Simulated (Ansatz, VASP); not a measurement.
## Mo: VASP beside Ansatz

```
Mo
1.0
     2.73653    0.00000    0.00000
    -1.36827    2.36991    0.00000
     0.00000    0.00000    4.92632
Mo
2
Direct
  0.33333 0.66667 0.25000
  0.66667 0.33333 0.75000
```

Alike in both runs: functional r2SCAN; k mesh 24 × 24 × 12; occupations gaussian, width 0.1 eV; no spin polarisation.

Ansatz relaxed the structure, and its values are those at the end. VASP's run is a single point on that final structure, the one shown.

|  | VASP | Ansatz |
| --- | --- | --- |
| version | VASP 6.6.1 | Ansatz 0.2.0 |
| potentials or method | VASP PAW PBE potentials, release 64 (Mo_sv), cutoff 550 eV | scalar-relativistic, plane waves, PAW |
| valence electrons in the cell | 28 | 28 |

|  | VASP | Ansatz | Ansatz less VASP |
| --- | --- | --- | --- |
| gap on the k mesh at the Fermi level (eV) | none | none | - |
| pressure (GPa) | 1.0 | 0.0 | -0.99 |

VASP's potentials were made for PBE, not for r2SCAN. A gap of «none» marks a metal or a gap that the smearing closes.
